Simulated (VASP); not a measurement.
Runs of VASP 6.6.1 on Na2Sb. The structure is that of space group P4/mmm (No. 123), or close to it. The cells are those of the table. 

| cell | gap on the mesh (eV) | pressure (GPa) |
| --- | --- | --- |
| a = 3.219, b = 3.219, c = 4.547 Å, 3 atoms | none | (b) |
| a = 3.308, b = 3.308, c = 4.673 Å, 3 atoms | none | 33.1 |
| a = 3.286, b = 3.286, c = 4.642 Å, 3 atoms | none | 35.8 |
| a = 3.264, b = 3.264, c = 4.611 Å, 3 atoms | none | (a) |
| a = 3.330, b = 3.330, c = 4.703 Å, 3 atoms | none | 30.7 |

Alike in all rows: task single point; level PBE; potentials or basis VASP PAW PBE potentials, release 64 (Na_pv, Sb); no spin polarisation; k mesh 8 × 8 × 6; cutoff (eV) 520; smearing fermi-dirac 0.05 eV.

Problem. Estimate the missing entries.

Solution. (a) 38.7; (b) 45.3.

Caveats: spin-orbit coupling is left out, which moves the levels of the heavy elements.

A k mesh can miss the band edges, and the runs leave out spin-orbit coupling on Sb.

A gap of «none» marks levels without a gap at the run's occupations.
